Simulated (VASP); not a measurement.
# Au (Im-3m) in VASP: further runs

Au is run at these levels: LDA; tasks: single point.

Program: VASP 6.6.1. These are calculated values, not measurements. Logs are shortened: lines on timing, memory, paths and dates and some standing lists are left out, and cuts for length are marked.

### Step 1. The cell of the first run

The structure is cubic, space group Im-3m (No. 229). Conventional cell: a = 3.270 Å, b = 3.270 Å, c = 3.270 Å, α = 90.00°, β = 90.00°, γ = 90.00°. Au (site symmetry m-3m) has 14 Au at 2.83 to 3.27 Å within 3.7 Å.

### Step 2. Single point, LDA (volume scaled by 0.96)

Input file INCAR:

```
PREC = Accurate
ENCUT = 520
EDIFF = 1E-6
ISMEAR = -1
SIGMA = 0.05
LREAL = F
LASPH = T
NELM = 60
ALGO = Normal
ISIF = 2
LWAVE = F
LCHARG = T
LELF = T
LVHAR = T
NBANDS = 12
```

Input file KPOINTS:

```
Automatic mesh
0
Gamma
  11 11 11
```

Input file POSCAR:

```
Au
1.0
   -1.6348707273      1.6348707273      1.6348707273
    1.6348707273     -1.6348707273      1.6348707273
    1.6348707273      1.6348707273     -1.6348707273
Au
1
Direct
    0.0000000000      0.0000000000      0.0000000000
```

Potentials or basis: VASP PAW LDA potentials, release 64 (Au).

Command:

```bash
$ cat potpaw_LDA.64/Au/POTCAR > POTCAR
$ mpirun -np 1 vasp_std > vasp.out
```

OUTCAR:

```text
PREC = Accurate
   ENCUT = 520
   EDIFF = 1E-6
   ISMEAR = -1
   LREAL = F
   LASPH = T
   NELM = 60
   ISIF = 2

 ion  position               nearest neighbor table
   1  0.000  0.000  0.000-

  LATTYP: Found a body centered cubic cell.
 ALAT       =     3.2697414546

  Lattice vectors:

 A1 = (  -1.6348707273,   1.6348707273,   1.6348707273)
 A2 = (   1.6348707273,  -1.6348707273,   1.6348707273)
 A3 = (   1.6348707273,   1.6348707273,  -1.6348707273)

Analysis of symmetry for initial positions (statically):
=====================================================================
 Subroutine PRICEL returns:
 Original cell was already a primitive cell.

 Routine SETGRP: Setting up the symmetry group for a
 body centered cubic supercell.

 Subroutine GETGRP returns: Found 48 space group operations
 (whereof 48 operations were pure point group operations)
 out of a pool of 48 trial point group operations.

The static configuration has the point symmetry O_h .

Analysis of symmetry for dynamics (positions and initial velocities):
=====================================================================
 Subroutine PRICEL returns:
 Original cell was already a primitive cell.

 Routine SETGRP: Setting up the symmetry group for a
 body centered cubic supercell.

 Subroutine GETGRP returns: Found 48 space group operations
 (whereof 48 operations were pure point group operations)
 out of a pool of 48 trial point group operations.

The dynamic configuration has the point symmetry O_h .

 Subroutine INISYM returns: Found 48 space group operations
 (whereof 48 operations are pure point group operations),
 and found     1 'primitive' translations

----------------------------------------------------------------------------------------

                                     Primitive cell

  volume of cell :      17.4787

  direct lattice vectors                    reciprocal lattice vectors
    -1.634870727  1.634870727  1.634870727     0.000000000  0.305834579  0.305834579
     1.634870727 -1.634870727  1.634870727     0.305834579  0.000000000  0.305834579
     1.634870727  1.634870727 -1.634870727     0.305834579  0.305834579  0.000000000

  length of vectors
     2.831679163  2.831679163  2.831679163     0.432515409  0.432515409  0.432515409

  position of ions in fractional coordinates (direct lattice)
     0.000000000  0.000000000  0.000000000

[... 68 lines left out ...]
   ICHARG =      2    charge: 1-file 2-atom 10-const
   ISPIN  =      1    spin polarized calculation?
   LNONCOLLINEAR =      F non collinear calculations
   LSORBIT =      F    spin-orbit coupling
   LASPH  =      T    aspherical Exc in radial PAW
   ENCUT  =  520.0 eV  38.22 Ry    6.18 a.u.   5.27  5.27  5.27*2*pi/ulx,y,z
   NELM   =     60;   NELMIN=  2; NELMDL= -5     # of ELM steps
   EDIFF  = 0.1E-05   stopping-criterion for ELM
   LREAL  =      F    real-space projection
[... 7 lines left out ...]
   TEBEG  =    0.0;   TEEND  =   0.0 temperature during run
   PSTRESS=    0.0 pullay stress
   NELECT =      11.0000    total number of electrons
   NUPDOWN=      -1.0000    fix difference up-down
   EMIN   =  10.00;   EMAX   =-10.00  energy-range for DOS
   EFERMI =   0.00;   METHOD = LEGACY
   ISMEAR =    -1;   SIGMA  =   0.05  broadening in eV -4-tet -1-fermi 0-gaus
   EFERMI_NEDOS =   21; number of points for ismear=-14 and -15
   IALGO  =     38    algorithm
   IMIX   =      4    mixing-type and parameters
     AMIX     =   0.40;   BMIX     =  1.00
     AMIX_MAG =   1.60;   BMIX_MAG =  1.00
  volume/ion in A,a.u.               =      17.48       117.95
  Fermi-wavevector in a.u.,A,eV,Ry     =   1.402929  2.651151 26.779114  1.968209
  Thomas-Fermi vector in A             =   2.525642
   LORBIT       =      0    0 simple, 1 ext, 2 COOP (PROOUT), +10 PAW based schemes
   GGA     = CA    functional components
   LHFCALC =     F    Hartree Fock is set to
   AEXX    =    0.0000 exact exchange contribution
   IVDW    =     0    specifies the selected vdW correction
   LEPSILON=     F    determine dielectric tensor
   LRPA    =     F    only Hartree local field effects (RPA)
 non-spin polarized calculation
  energy-cutoff  :      520.00
  volume of cell :       17.48
 maximum number of plane-waves:       479
 NGX is ok and might be reduce to    24
   NGX = 11   NGY = 11   NGZ = 11

 number of electron      11.0000002 magnetization

 Free energy of the ion-electron system (eV)
  ---------------------------------------------------
  ext. energy  EPLUGINS =         0.00000000
  ---------------------------------------------------
  free energy    TOTEN  =        -4.39719474 eV

  energy without entropy =       -4.39135093  energy(sigma->0) =       -4.39427284

 E-fermi :   8.7142     XC(G=0): -12.8386

 val. band max:        8.7141568746   @ k =  -0.4545   0.4545   0.0909
 cond. band min:       8.7300645154   @ k =  -0.3636   0.4545   0.0909
 fundamental gap:      0.0159076408
 Fermi energy:         8.7142012719

 k-point     1 :       0.0000    0.0000    0.0000
  band No.  band energies     occupation
      1      -0.7763      2.00000
      2       4.1187      2.00000
      3       4.1187      2.00000
      4       4.1187      2.00000
      5       6.0069      2.00000
      6       6.0069      2.00000
      7      25.3314      0.00000
      8      25.3314      0.00000
      9      25.3314      0.00000
     10      32.6222      0.00000
     11      32.6222      0.00000
     12      32.6222      0.00000
[... 331 lines left out ...]
 k-point    24 :       0.3636    0.1818    0.0909
  band No.  band energies     occupation
      1       2.7087      2.00000
      2       3.2421      2.00000
      3       4.8749      2.00000
      4       6.0605      2.00000
      5       6.2542      2.00000
      6      11.8935      0.00000
      7      12.1315      0.00000
      8      17.7209      0.00000
      9      20.3353      0.00000
     10      30.8281      0.00000
     11      32.4123      0.00000
     12      34.5908      0.00000

 [... further k-points ...]
[... 5 lines left out ...]
  --------------------------------------------------------------------------------------
  -------------------------------------------------------------------------------------
  Total       -0.8300940     -0.8300940     -0.8300940      0.0000000      0.0000000      0.0000000
  in kB      -76.0900034    -76.0900034    -76.0900034      0.0000000      0.0000000      0.0000000
  external PRESSURE =     -76.0900034 kB  Pullay stress =       0.0000000 kB

 VOLUME and BASIS-vectors are now :
 -----------------------------------------------------------------------------
  energy-cutoff  :      520.00
  volume of cell :       17.48
      direct lattice vectors                 reciprocal lattice vectors
    -1.634870727  1.634870727  1.634870727     0.000000000  0.305834579  0.305834579
     1.634870727 -1.634870727  1.634870727     0.305834579  0.000000000  0.305834579
     1.634870727  1.634870727 -1.634870727     0.305834579  0.305834579  0.000000000

 POSITION                                       TOTAL-FORCE (eV/Angst)
 -----------------------------------------------------------------------------------
      0.00000      0.00000      0.00000         0.000000     -0.000000      0.000000
 -----------------------------------------------------------------------------------
    total drift:                               -0.000000      0.000000     -0.000000

  FREE ENERGIE OF THE ION-ELECTRON SYSTEM (eV)
  ---------------------------------------------------
  free  energy   TOTEN  =        -4.3971947450 eV

  energy  without entropy=       -4.3913509253  energy(sigma->0) =       -4.39427284
```

Wall time 6.9 s (1 thread of Intel Xeon Platinum 8488C (Sapphire Rapids), shared host); peak memory 0.13 GiB.

What came out:

| Property | Result |
| --- | --- |
| Free energy | -4.3972 eV |
| Pressure | -7.6 GPa |

Caveat: the cell differs from its parent crystal (volume scaled by 0.96); spin-orbit coupling is left out, which moves the levels of the heavy elements.

### Step 3. Single point, LDA (volume scaled by 0.98)

Input file INCAR:

```
PREC = Accurate ; ENCUT = 520
EDIFF = 1E-6 ; ISMEAR = -1
SIGMA = 0.05 ; LREAL = False
LASPH = True ; NELM = 80
ALGO = Fast ; ISIF = 2
LWAVE = False ; LCHARG = True
GGA = CA ; LELF = True
LVHAR = True ; NBANDS = 12
```

Input file KPOINTS:

```
regular mesh
0
Gamma
  11 11 11
```

Input file POSCAR:

```
Au
1.0
   -1.6461460541      1.6461460541      1.6461460541
    1.6461460541     -1.6461460541      1.6461460541
    1.6461460541      1.6461460541     -1.6461460541
Au
1
Direct
    0.0000000000      0.0000000000      0.0000000000
```

Potentials or basis: VASP PAW LDA potentials, release 64 (Au).

Command:

```bash
$ cat potpaw_LDA.64/Au/POTCAR > POTCAR
$ mpirun -np 1 vasp_std > vasp.out
```

It took 8 s on 1 thread of Intel Xeon Platinum 8488C (Sapphire Rapids), shared host; peak memory 0.13 GiB.

The run converged. Its results:

```
Free energy : -4.3770 eV
Pressure    : -10.3 GPa
```

Levels at points of the mesh, in eV from the Fermi level:
```csv
k point,band 1,band 2,band 3,band 4,band 5,band 6,band 7,band 8,band 9,band 10
"(0.00, 0.00, 0.00)",-9.29,-4.49,-4.49,-4.49,-2.66,-2.66,16.60,16.60,16.60,23.53
```

Caveat: the cell differs from its parent crystal (volume scaled by 0.98); spin-orbit coupling is left out, which moves the levels of the heavy elements.

### Step 4. Single point, LDA

This run uses another cell than the first one, of 18.21 Å³/atom, 1.042 times its volume.

Input file INCAR:

```
SYSTEM = Au
ALGO     = Fast           ! electronic algorithm
EDIFF    = 1E-7           ! SCF threshold, eV
ENCUT    = 520            ! plane-wave cutoff, eV
ISIF     = 2              ! what is computed and relaxed
ISMEAR   = -1             ! smearing method
LASPH    = .TRUE.         ! aspherical terms in the spheres
LCHARG   = .FALSE.        ! write CHGCAR
LREAL    = .FALSE.        ! projectors in reciprocal space
LWAVE    = .FALSE.        ! write WAVECAR
NBANDS   = 12             ! bands
NELM     = 100            ! most SCF steps
PREC     = Accurate       ! precision mode
SIGMA    = 0.05           ! smearing width, eV
```

Input file KPOINTS:

```
k-points
0
G
  11 11 11
  0 0 0
```

Input file POSCAR:

```
Au
1.0
   -1.6572690000      1.6572690000      1.6572690000
    1.6572690000     -1.6572690000      1.6572690000
    1.6572690000      1.6572690000     -1.6572690000
Au
1
Direct
    0.0000000000      0.0000000000      0.0000000000
```

Command:

```bash
$ cat potpaw_LDA.64/Au/POTCAR > POTCAR
$ mpirun -np 1 vasp_std > vasp.out
```

Wall time 8.6 s (1 thread of Intel Xeon Platinum 8488C (Sapphire Rapids), shared host); peak memory 0.13 GiB.

Results (log left out):

| Quantity | Value |
| --- | --- |
| Free energy | -4.3511 eV |
| Pressure | -12.7 GPa |

Levels at points of the mesh, in eV from the Fermi level:
| k point | band 1 | band 2 | band 3 | band 4 | band 5 | band 6 | band 7 | band 8 | band 9 | band 10 |
| --- | --- | --- | --- | --- | --- | --- | --- | --- | --- | --- |
| (0.00, 0.00, 0.00) | -9.09 | -4.39 | -4.39 | -4.39 | -2.62 | -2.62 | 16.59 | 16.59 | 16.59 | 23.16 |

Caveat: spin-orbit coupling is left out, which moves the levels of the heavy elements.

### Step 5. The runs side by side

```tsv
cell	gap on the mesh (eV)	pressure (GPa)
a = 2.832 Å, angles 109.5°, 1 atom	none	-7.6
a = 2.851 Å, angles 109.5°, 1 atom	none	-10.3
a = 2.870 Å, angles 109.5°, 1 atom	none	-12.7
```

Alike in all rows: task single point; level LDA; potentials or basis VASP PAW LDA potentials, release 64 (Au); no spin polarisation; k mesh 11 × 11 × 11; cutoff (eV) 520; smearing fermi-dirac 0.05 eV.

Caveats: spin-orbit coupling is left out, which moves the levels of the heavy elements.

Absolute energies hang on the potentials; compare differences alone.
